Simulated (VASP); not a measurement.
Set up this calculation in VASP 6.6.1, as the native input.

| Property | Result |
| --- | --- |
| Task | single point |
| Functional | PBE |
| Potentials or basis | VASP PAW PBE potentials, release 64 (Os) |
| Cutoff | 520 eV |
| k mesh | 17 × 17 × 10 |
| Occupations | fermi-dirac, width 0.1 eV |
| Spin | no spin polarisation |
| Dipole correction | no |
| Further INCAR settings | ALGO = Normal; EDIFF = 1e-07; NBANDS = 15 |

The structure of Os lies in POSCAR:

```
Os
1.0
    2.5396396836      0.0000000000      0.0000000000
   -1.2698198418      2.1993924824      0.0000000000
    0.0000000000      0.0000000000      4.0470634111
Os
2
Direct
    0.3333333333      0.6666666667      0.2500000000
    0.6666666667      0.3333333333      0.7500000000
```

One way to write it, as run:

INCAR

```
SYSTEM = Os
  PREC = Accurate
  ENCUT = 520
  EDIFF = 1E-7
  ISMEAR = -1
  SIGMA = 0.1
  LREAL = .False.
  LASPH = .True.
  NELM = 80
  ALGO = Normal
  ISIF = 2
  LWAVE = .False.
  LCHARG = .True.
  GGA = PE
  LELF = .True.
  LVHAR = .True.
  NBANDS = 15
```

KPOINTS

```
Automatic mesh
0
Gamma
  17 17 10
  0 0 0
```

Potentials or basis: VASP PAW PBE potentials, release 64 (Os).

Run with:

```console
$ cat potpaw_PBE.64/Os/POTCAR > POTCAR
$ mpirun -np 1 vasp_std > vasp.out
```

Results of the run:

```json
{
 "Pressure": "166.4 GPa",
 "Band gap on the k mesh": "zero (band 8 reaches 16.10 eV, above the bottom of band 9 at 10.51 eV)"
}
```

Caveat: spin-orbit coupling is left out, which moves the levels of the heavy elements.

Run time: 61 s on 1 thread of AMD EPYC 7R43 64-Core Processor (Zen 3) (shared host), peak memory 0.15 GiB.
